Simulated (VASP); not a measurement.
# LiP4Ir (F-43m) in VASP: further runs

Runs on LiP4Ir. Level: PBE. Tasks: single point, relaxation of cell and atoms.

Everything below comes from runs of VASP 6.6.1. Logs are shortened: lines on timing, memory, paths and dates and some standing lists are left out, and cuts for length are marked.

### Step 1. The cell of the first run

The structure is cubic, space group F-43m (No. 216). Conventional cell: a = 7.040 Å, b = 7.040 Å, c = 7.040 Å, α = 90.00°, β = 90.00°, γ = 90.00°. Li (site symmetry -43m) has 12 P at 2.91 Å and 4 Ir at 3.05 Å within 3.8 Å. Within 3.2 Å of P (site symmetry 3m) lie 6 P at 2.40 to 2.58 Å and 3 Li at 2.91 Å and 3 Ir at 2.93 Å. Ir (site symmetry -43m) has 12 P at 2.93 Å and 4 Li at 3.05 Å within 3.9 Å.

### Step 2. Single point, PBE

The input, INCAR:

```
PREC = Accurate ; ENCUT = 520
EDIFF = 1E-6 ; ISMEAR = 0
SIGMA = 0.1 ; LREAL = False
LASPH = True ; NELM = 100
ALGO = Normal ; ISIF = 2
LWAVE = False ; LCHARG = False
GGA = PE ; NBANDS = 25
```

The input, KPOINTS:

```
Automatic mesh
0
Gamma
  10 10 10
```

The input, POSCAR:

```
LiP4Ir
1.0
    0.0000000000      3.5197504441      3.5197504441
    3.5197504441      0.0000000000      3.5197504441
    3.5197504441      3.5197504441      0.0000000000
Li P Ir
1 4 1
Direct
    0.7500000000      0.7500000000      0.7500000000
    0.3794698380      0.8615904861      0.3794698380
    0.3794698380      0.3794698380      0.8615904861
    0.3794698380      0.3794698380      0.3794698380
    0.8615904861      0.3794698380      0.3794698380
    0.0000000000      0.0000000000      0.0000000000
```

Potentials or basis: VASP PAW PBE potentials, release 64 (Li_sv, P, Ir).

On the command line:

```sh
$ cat potpaw_PBE.64/Li_sv/POTCAR potpaw_PBE.64/P/POTCAR potpaw_PBE.64/Ir/POTCAR > POTCAR
$ mpirun -np 1 vasp_std > vasp.out
```

OUTCAR:

```text
PREC = Accurate
   ENCUT = 520
   EDIFF = 1E-6
   ISMEAR = 0
   LREAL = False
   LASPH = True
   NELM = 100
   ISIF = 2
   GGA = PE

 ion  position               nearest neighbor table
   1  0.750  0.750  0.750-
   2  0.379  0.862  0.379-   3 2.40   4 2.40   5 2.40   3 2.58   4 2.58   5 2.58   6 2.93   6 2.93
                             6 2.93
   3  0.379  0.379  0.862-   2 2.40   4 2.40   5 2.40   4 2.58   2 2.58   5 2.58   6 2.93   6 2.93
                             6 2.93
   4  0.379  0.379  0.379-   2 2.40   3 2.40   5 2.40   3 2.58   2 2.58   5 2.58   6 2.93   6 2.93
                             6 2.93
   5  0.862  0.379  0.379-   2 2.40   3 2.40   4 2.40   4 2.58   3 2.58   2 2.58   6 2.93   6 2.93
                             6 2.93
   6  0.000  0.000  0.000-   2 2.93   5 2.93   3 2.93   5 2.93   2 2.93   3 2.93   4 2.93   4 2.93
                             4 2.93   2 2.93   3 2.93   5 2.93

  LATTYP: Found a face centered cubic cell.
 ALAT       =     7.0395008882

  Lattice vectors:

 A1 = (   0.0000000000,   3.5197504441,   3.5197504441)
 A2 = (   3.5197504441,   0.0000000000,   3.5197504441)
 A3 = (   3.5197504441,   3.5197504441,   0.0000000000)

Analysis of symmetry for initial positions (statically):
=====================================================================
 Subroutine PRICEL returns:
 Original cell was already a primitive cell.

 Routine SETGRP: Setting up the symmetry group for a
 face centered cubic supercell.

 Subroutine GETGRP returns: Found 24 space group operations
 (whereof 24 operations were pure point group operations)
 out of a pool of 48 trial point group operations.

The static configuration has the point symmetry T_d .

Analysis of symmetry for dynamics (positions and initial velocities):
=====================================================================
 Subroutine PRICEL returns:
 Original cell was already a primitive cell.

 Routine SETGRP: Setting up the symmetry group for a
 face centered cubic supercell.

 Subroutine GETGRP returns: Found 24 space group operations
 (whereof 24 operations were pure point group operations)
 out of a pool of 48 trial point group operations.

The dynamic configuration has the point symmetry T_d .

 Subroutine INISYM returns: Found 24 space group operations
 (whereof 24 operations are pure point group operations),
 and found     1 'primitive' translations

----------------------------------------------------------------------------------------

                                     Primitive cell

  volume of cell :      87.2099

  direct lattice vectors                    reciprocal lattice vectors
     0.000000000  3.519750444  3.519750444    -0.142055526  0.142055526  0.142055526
     3.519750444  0.000000000  3.519750444     0.142055526 -0.142055526  0.142055526
     3.519750444  3.519750444  0.000000000     0.142055526  0.142055526 -0.142055526

  length of vectors
     4.977678814  4.977678814  4.977678814     0.246047388  0.246047388  0.246047388

  position of ions in fractional coordinates (direct lattice)
     0.750000000  0.750000000  0.750000000
     0.379469838  0.861590486  0.379469838
     0.379469838  0.379469838  0.861590486
     0.379469838  0.379469838  0.379469838
     0.861590486  0.379469838  0.379469838
     0.000000000  0.000000000  0.000000000

  ion indices of the primitive-cell ions
   primitive index   ion index
                 1           1
                 2           2
                 3           3
                 4           4
                 5           5
                 6           6

----------------------------------------------------------------------------------------

 KPOINTS: Automatic mesh

Automatic generation of k-mesh.
 Grid dimensions read from file:
 generate k-points for:   10   10   10

 Generating k-lattice:

  Cartesian coordinates                     Fractional coordinates (reciprocal lattice)
    -0.014205553  0.014205553  0.014205553     0.100000000  0.000000000  0.000000000
     0.014205553 -0.014205553  0.014205553     0.000000000  0.100000000  0.000000000
     0.014205553  0.014205553 -0.014205553     0.000000000  0.000000000  0.100000000

  Length of vectors
     0.024604739  0.024604739  0.024604739

  Shift w.r.t. Gamma in fractional coordinates (k-lattice)
     0.000000000  0.000000000  0.000000000

 Subroutine IBZKPT returns following result:
 ===========================================

 Found     47 irreducible k-points:

 Following reciprocal coordinates:
            Coordinates               Weight
  0.000000  0.000000  0.000000      1.000000
  0.100000  0.000000  0.000000      8.000000
  0.200000  0.000000  0.000000      8.000000
  0.300000  0.000000  0.000000      8.000000
  0.400000  0.000000  0.000000      8.000000
  0.500000  0.000000  0.000000      4.000000
[... 16 lines left out ...]
  0.300000  0.300000  0.000000      6.000000
  0.400000  0.300000  0.000000     24.000000
 [... further k-points ...]
   k-points           NKPTS =     47   k-points in BZ     NKDIM =     47   number of bands    NBANDS=     25
   number of dos      NEDOS =    301   number of ions     NIONS =      6
   total plane-waves  NPLWV =  64000
   dimension x,y,z NGX =    40 NGY =   40 NGZ =   40
   dimension x,y,z NGXF=    80 NGYF=   80 NGZF=   80
   ions per type =               1   4   1
   NGX,Y,Z   is equivalent  to a cutoff of  13.36, 13.36, 13.36 a.u.
   NGXF,Y,Z  is equivalent  to a cutoff of  26.72, 26.72, 26.72 a.u.
 SYSTEM =  unknown system
   PREC   = accura    normal or accurate (medium, high low for compatibility)
   ISTART =      0    job   : 0-new  1-cont  2-samecut
   ICHARG =      2    charge: 1-file 2-atom 10-const
   ISPIN  =      1    spin polarized calculation?
   LNONCOLLINEAR =      F non collinear calculations
   LSORBIT =      F    spin-orbit coupling
   LASPH  =      T    aspherical Exc in radial PAW
   ENCUT  =  520.0 eV  38.22 Ry    6.18 a.u.   9.26  9.26  9.26*2*pi/ulx,y,z
   NELM   =    100;   NELMIN=  2; NELMDL= -5     # of ELM steps
   EDIFF  = 0.1E-05   stopping-criterion for ELM
   LREAL  =      F    real-space projection
   EDIFFG = 0.1E-04   stopping-criterion for IOM
   NSW    =      0    number of steps for IOM
   IBRION =     -1    ionic relax: 0-MD 1-quasi-New 2-CG
   NFREE  =      0    steps in history (QN), initial steepest desc. (CG)
   ISIF   =      2    stress and relaxation
   ISYM   =      2    0-nonsym 1-usesym 2-fastsym
   POTIM  = 0.5000    time-step for ionic-motion
   TEBEG  =    0.0;   TEEND  =   0.0 temperature during run
   PSTRESS=    0.0 pullay stress
   NELECT =      32.0000    total number of electrons
   NUPDOWN=      -1.0000    fix difference up-down
   EMIN   =  10.00;   EMAX   =-10.00  energy-range for DOS
   EFERMI =   0.00;   METHOD = LEGACY
   ISMEAR =     0;   SIGMA  =   0.10  broadening in eV -4-tet -1-fermi 0-gaus
   EFERMI_NEDOS =   21; number of points for ismear=-14 and -15
   IALGO  =     38    algorithm
   IMIX   =      4    mixing-type and parameters
     AMIX     =   0.40;   BMIX     =  1.00
     AMIX_MAG =   1.60;   BMIX_MAG =  1.00
  volume/ion in A,a.u.               =      14.53        98.09
  Fermi-wavevector in a.u.,A,eV,Ry     =   1.172023  2.214803 18.689491  1.373639
  Thomas-Fermi vector in A             =   2.308458
   LORBIT       =      0    0 simple, 1 ext, 2 COOP (PROOUT), +10 PAW based schemes
   GGA     = PE    functional components
   LHFCALC =     F    Hartree Fock is set to
   AEXX    =    0.0000 exact exchange contribution
   IVDW    =     0    specifies the selected vdW correction
   LEPSILON=     F    determine dielectric tensor
   LRPA    =     F    only Hartree local field effects (RPA)
 non-spin polarized calculation
 Gauss-broadening in eV      SIGMA  =   0.10
  energy-cutoff  :      520.00
  volume of cell :       87.21
 maximum number of plane-waves:      2397
 NGX is ok and might be reduce to    40
   NGX = 19   NGY = 19   NGZ = 19

 number of electron      31.9999998 magnetization

 Free energy of the ion-electron system (eV)
  ---------------------------------------------------
  ext. energy  EPLUGINS =         0.00000000
  ---------------------------------------------------
  free energy    TOTEN  =       -29.12171523 eV

  energy without entropy =      -29.10570357  energy(sigma->0) =      -29.11370940

 E-fermi :   8.4531     XC(G=0): -11.2133

 val. band max:        8.4381269740   @ k =   0.5000   0.4000   0.1000
 cond. band min:       8.4594171005   @ k =  -0.1000   0.1000   0.0000
 fundamental gap:      0.0212901264
 Fermi energy:         8.4530647248

 k-point     1 :       0.0000    0.0000    0.0000
  band No.  band energies     occupation
      1     -38.1518      2.00000
      2      -7.6773      2.00000
      3      -0.8342      2.00000
      4      -0.3376      2.00000
      5      -0.3376      2.00000
      6      -0.3376      2.00000
[... 17 lines left out ...]
     24      14.8178      0.00000
     25      14.8181      0.00000

 k-point     2 :       0.1000    0.0000    0.0000
  band No.  band energies     occupation
      1     -38.1517      2.00000
      2      -7.6133      2.00000
      3      -1.6137      2.00000
      4      -0.4265      2.00000
      5      -0.4265      2.00000
      6       0.2518      2.00000
[... 17 lines left out ...]
     24      13.8309      0.00000
     25      14.6359      0.00000

 k-point     3 :       0.2000    0.0000    0.0000
  band No.  band energies     occupation
      1     -38.1517      2.00000
      2      -7.4280      2.00000
      3      -2.5839      2.00000
      4      -0.6244      2.00000
      5      -0.6244      2.00000
      6       0.5793      2.00000
[... 552 lines left out ...]
 k-point    23 :       0.3000    0.3000    0.0000
  band No.  band energies     occupation
      1     -38.1517      2.00000
      2      -6.9518      2.00000
      3      -3.7344      2.00000
      4      -1.2103      2.00000
      5      -1.2103      2.00000
      6       1.3735      2.00000
[... 17 lines left out ...]
     24      12.5248      0.00000
     25      14.4413      0.00000

 k-point    24 :       0.4000    0.3000    0.0000
  band No.  band energies     occupation
      1     -38.1517      2.00000
      2      -6.6943      2.00000
      3      -4.1978      2.00000
      4      -1.4372      2.00000
      5      -1.3150      2.00000
      6       1.4413      2.00000
[... 17 lines left out ...]
     24      13.2992      0.00000
     25      14.0099      0.00000

 [... further k-points ...]

------------------------ aborting loop because EDIFF is reached ----------------------------------------

  FORCE on cell =-STRESS in cart. coord.  units (eV):
  Direction    XX          YY          ZZ          XY          YZ          ZX
  --------------------------------------------------------------------------------------
  -------------------------------------------------------------------------------------
  Total       -0.0966978     -0.0966978     -0.0966978      0.0000000      0.0000000     -0.0000000
  in kB       -1.7764846     -1.7764846     -1.7764846      0.0000000      0.0000000     -0.0000000
  external PRESSURE =      -1.7764846 kB  Pullay stress =       0.0000000 kB

 VOLUME and BASIS-vectors are now :
 -----------------------------------------------------------------------------
  energy-cutoff  :      520.00
  volume of cell :       87.21
      direct lattice vectors                 reciprocal lattice vectors
     0.000000000  3.519750444  3.519750444    -0.142055526  0.142055526  0.142055526
     3.519750444  0.000000000  3.519750444     0.142055526 -0.142055526  0.142055526
     3.519750444  3.519750444  0.000000000     0.142055526  0.142055526 -0.142055526

 POSITION                                       TOTAL-FORCE (eV/Angst)
 -----------------------------------------------------------------------------------
      5.27963      5.27963      5.27963        -0.000000     -0.000000      0.000000
      4.36822      2.67128      4.36822        -0.027644      0.027644     -0.027644
      4.36822      4.36822      2.67128        -0.027644     -0.027644      0.027644
      2.67128      2.67128      2.67128         0.027644      0.027644      0.027644
      2.67128      4.36822      4.36822         0.027644     -0.027644     -0.027644
      0.00000      0.00000      0.00000        -0.000000     -0.000000      0.000000
 -----------------------------------------------------------------------------------
    total drift:                               -0.000000     -0.000000      0.000000

  FREE ENERGIE OF THE ION-ELECTRON SYSTEM (eV)
  ---------------------------------------------------
  free  energy   TOTEN  =       -29.1217152315 eV

  energy  without entropy=      -29.1057035728  energy(sigma->0) =      -29.11370940
```

Run time: 1.8 min. Hardware: 1 thread of Intel Xeon Platinum 8259CL at 2.50GHz (Skylake/Cascade Lake), shared host; peak memory 0.29 GiB.

Results:

```
Free energy            : -29.1217 eV
Largest force          : 0.048 eV/Å
Band gap on the k mesh : zero (bands 16 and 17 overlap by 1.57 eV)
```

Forces in eV/Å, atoms in the order of the input:
```
Li   0.000  0.000  0.000
P   -0.028  0.028 -0.028
P   -0.028 -0.028  0.028
P    0.028  0.028  0.028
P    0.028 -0.028 -0.028
Ir   0.000  0.000  0.000
```

Levels at points of the mesh, in eV from the Fermi level:
```tsv
k point	band 14	band 15	band 16	band 17	band 18	band 19
(0.00, 0.00, 0.00)	-0.67	-0.67	0.73	0.73	1.65	1.65
(0.50, 0.00, 0.00)	-1.75	-0.90	-0.84	-0.84	0.72	1.02
(0.50, 0.50, 0.00)	-1.24	-0.78	-0.33	-0.33	0.07	0.53
```

Caveat: the cutoff is under 1.25 times the usual one of these potentials, so pressure, stress and relaxed cells hold a basis-set (Pulay) error; spin-orbit coupling is left out, which moves the levels of the heavy elements.

(Continued in part 2 of 2.)

The gap in the log of VASP goes by the Fermi energy; the results here count the filled bands.